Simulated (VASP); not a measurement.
## PbS: single point with PBE+D3(BJ)

System: PbS, a slab with vacuum.

```
Pb S
1.0
     0.00000   -3.00438   -3.00618
     0.00000    3.00438   -3.00618
    12.29828    0.00000    0.00000
Pb S
2 2
Cartesian
  7.0567 -1.5022 -2.9663
  4.2416 1.5022 -2.9663
  6.9335 1.5022 -2.9198
  4.3648 -1.5022 -2.9198
```

```json
{
  "Program": "VASP 6.6.1",
  "Task": "single point",
  "Functional": "PBE",
  "Dispersion": "D3(BJ)",
  "Potentials or basis": "VASP PAW PBE potentials, release 64 (Pb_d, S)",
  "Cutoff": "500 eV",
  "k mesh": "6 × 6 × 3",
  "Occupations": "gaussian, width 0.05 eV",
  "Spin": "no spin polarisation"
}
```

```
Largest force              : 0.064 eV/Å
Band gap on the k mesh     : 2.07 eV
Dispersion energy per atom : -0.226 eV
```

Forces in eV/Å, atoms in the order of the input:
```
Pb  -0.052  0.000  0.005
Pb   0.052  0.000  0.005
S   -0.064  0.000 -0.005
S    0.064  0.000 -0.005
```

Levels at points of the mesh, in eV from the valence-band top:
| k point | band 18 | band 19 | band 20 | band 21 | band 22 | band 23 |
| --- | --- | --- | --- | --- | --- | --- |
| (0.00, 0.00, 0.00) | -1.23 | -1.23 | -0.15 | 2.26 | 3.89 | 5.07 |
| (0.50, 0.00, 0.00) | -0.89 | 0.00 | 0.00 | 2.08 | 2.08 | 3.14 |
| (0.50, 0.50, 0.00) | -2.54 | -1.26 | -1.25 | 4.24 | 4.25 | 5.30 |

Run time: 4.6 min on 1 thread of Intel Xeon 8259CL, with other jobs on the host, peak memory 0.37 GiB.

Caveat: spin-orbit coupling is left out, which moves the levels of the heavy elements.
